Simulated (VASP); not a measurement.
A run of VASP 6.6.1:

The input INCAR:

```
SYSTEM = GaF
PREC = Accurate ; ENCUT = 520
EDIFF = 1E-6 ; ISMEAR = -1
SIGMA = 0.04 ; LREAL = .False.
LASPH = .True. ; NELM = 100
ALGO = Normal ; ISIF = 2
LWAVE = .False. ; LCHARG = .False.
GGA = PE ; NBANDS = 17
```

KPOINTS

```
Automatic mesh
0
Gamma
  5 5 5
  0 0 0
```

The input POSCAR:

```
GaF
1.0
    0.0000000000      2.8462400000      2.8462400000
    2.8462400000      0.0000000000      2.8462400000
    2.8462400000      2.8462400000      0.0000000000
Ga F
1 1
Direct
    0.2500000000      0.2500000000      0.2500000000
    0.0000000000      0.0000000000      0.0000000000
```

Potentials or basis: VASP PAW PBE potentials, release 64 (Ga_d, F).

The run is started by

```bash
$ cat potpaw_PBE.64/Ga_d/POTCAR potpaw_PBE.64/F/POTCAR > POTCAR
$ mpirun -np 1 vasp_std > vasp.out
```

Hardware: 1 thread of Intel(R) Xeon(R) Platinum 8488C (Sapphire Rapids), with other jobs on the host.

**Question.** How long does it take, and how much memory?

**Answer.** It took 8.9 s on 1 thread of Intel(R) Xeon(R) Platinum 8488C (Sapphire Rapids), with other jobs on the host, peak memory 0.16 GiB. Counts: scf iterations 13, k points 10.
